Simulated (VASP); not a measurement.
A run of VASP 6.6.1:

File INCAR:

```
SYSTEM = AgB2
  ALGO = Normal
  EDIFF = 1E-7
  ENCUT = 520
  GGA = PE
  ISIF = 2
  ISMEAR = 0
  IVDW = 13
  LASPH = .TRUE.
  LCHARG = .FALSE.
  LREAL = .FALSE.
  LWAVE = .FALSE.
  NBANDS = 16
  NELM = 80
  PREC = Accurate
  SIGMA = 0.05
```

Contents of KPOINTS:

```
k-points
0
G
  10 10 8
  0 0 0
```

Contents of POSCAR:

```
AgB2
1.0
    2.8501488273      0.0000000000      0.0000000000
   -1.4250744136      2.4683012890      0.0000000000
    0.0000000000      0.0000000000      3.5896526769
Ag B
1 2
Direct
    0.0000000000      0.0000000000      0.0000000000
    0.3333333333      0.6666666667      0.5000000000
    0.6666666667      0.3333333333      0.5000000000
```

Potentials or basis: VASP PAW PBE potentials, release 64 (Ag, B).

Run with:

```bash
$ cat potpaw_PBE.64/Ag/POTCAR potpaw_PBE.64/B/POTCAR > POTCAR
$ mpirun -np 1 vasp_std > vasp.out
```

Hardware: 1 thread of AMD EPYC 7R13 Processor (Zen 3), on a shared host.

**Question.** How long does it take, and how much memory?

**Answer.** It took 46 s on 1 thread of AMD EPYC 7R13 Processor (Zen 3) (shared host), peak memory 0.13 GiB. Counts: scf iterations 14, k points 70.
